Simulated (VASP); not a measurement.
Write the native input for VASP 6.6.1 that does the following.

* Task: single point
* Functional: PBE
* Dispersion: D3(BJ)
* Potentials or basis: VASP PAW PBE potentials, release 64 (Ti_sv, B)
* Cutoff: 500 eV
* k mesh: 11 × 11 × 9
* Occupations: fermi-dirac, width 0.1 eV
* Spin: no spin polarisation
* Dipole correction: no
* Further INCAR settings: ALGO = Normal; EDIFF = 1e-06; NBANDS = 16

The structure of TiB2 lies in POSCAR:

```
TiB2
1.0
    3.0041330825      0.0000000000      0.0000000000
   -1.5020665413      2.6016555658      0.0000000000
    0.0000000000      0.0000000000      3.1812053121
Ti B
1 2
Direct
    0.0000000000      0.0000000000      0.0000000000
    0.3333333333      0.6666666667      0.5000000000
    0.6666666667      0.3333333333      0.5000000000
```

One way to write it, as run:

INCAR

```
PREC = Accurate
ENCUT = 500
EDIFF = 1E-6
ISMEAR = -1
SIGMA = 0.1
LREAL = False
LASPH = True
NELM = 120
ALGO = Normal
ISIF = 2
LWAVE = False
LCHARG = False
GGA = PE
IVDW = 12
NBANDS = 16
GGA_COMPAT = False
```

KPOINTS

```
Automatic mesh
0
Gamma
  11 11 9
```

Potentials or basis: VASP PAW PBE potentials, release 64 (Ti_sv, B).

Command:

```bash
$ cat potpaw_PBE.64/Ti_sv/POTCAR potpaw_PBE.64/B/POTCAR > POTCAR
$ mpirun -np 1 vasp_std > vasp.out
```

Results of the run:

* Pressure: 0.2 GPa
* Band gap on the k mesh: zero (bands 9 and 10 overlap by 0.48 eV)
* Dispersion energy per atom: -0.433 eV

Wall time 16 s on 1 thread of AMD EPYC 9R45 96-Core Processor (Zen 5), with other jobs on the host, peak memory 0.14 GiB.
